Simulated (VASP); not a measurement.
## FeO (rock salt type): single point with r2SCAN

FeO (rock salt type):

```
Fe O
1.0
     0.00000    2.07317    2.07317
     2.07317    0.00000    2.07317
     2.07317    2.07317    0.00000
Fe O
1 1
Direct
  0.00000 0.00000 0.00000
  0.50000 0.50000 0.50000
```

```json
{
 "Program": "VASP 6.6.1",
 "Task": "single point",
 "Functional": "r2SCAN",
 "Potentials or basis": "VASP PAW PBE potentials, release 64 (Fe, O)",
 "Cutoff": "520 eV",
 "k mesh": "14 × 14 × 14",
 "Occupations": "fermi-dirac, width 0.1 eV",
 "Spin": "no spin polarisation"
}
```

| Item | Value |
| --- | --- |
| Pressure | -9.5 GPa |
| Band gap on the k mesh | 0.12 eV (least direct gap 0.62 eV) |

Levels at points of the mesh, in eV from the valence-band top:
| k point | band 4 | band 5 | band 6 | band 7 | band 8 | band 9 | band 10 | band 11 |
| --- | --- | --- | --- | --- | --- | --- | --- | --- |
| (0.00, 0.00, 0.00) | -3.85 | -1.54 | -1.54 | -1.54 | 0.12 | 0.12 | 2.57 | 17.92 |
| (0.50, 0.00, 0.00) | -6.06 | -0.33 | -0.33 | -0.01 | 3.13 | 3.13 | 6.27 | 11.71 |
| (0.50, 0.50, 0.00) | -5.08 | -2.88 | -0.01 | -0.01 | 0.73 | 1.37 | 8.53 | 11.43 |

It took 38 s on 1 thread of Intel(R) Xeon(R) 6975P-C (Granite Rapids), with other jobs on the host, peak memory 0.16 GiB.

Caveat: the cell stands under tension; the smearing spreads over this small gap; the PAW data sets were made with another functional, which shifts forces and pressure a little; the run has no spin polarisation, though such a crystal can be magnetic. Spin polarisation is off, so any magnetic state and its effect on volume and gap are missing.
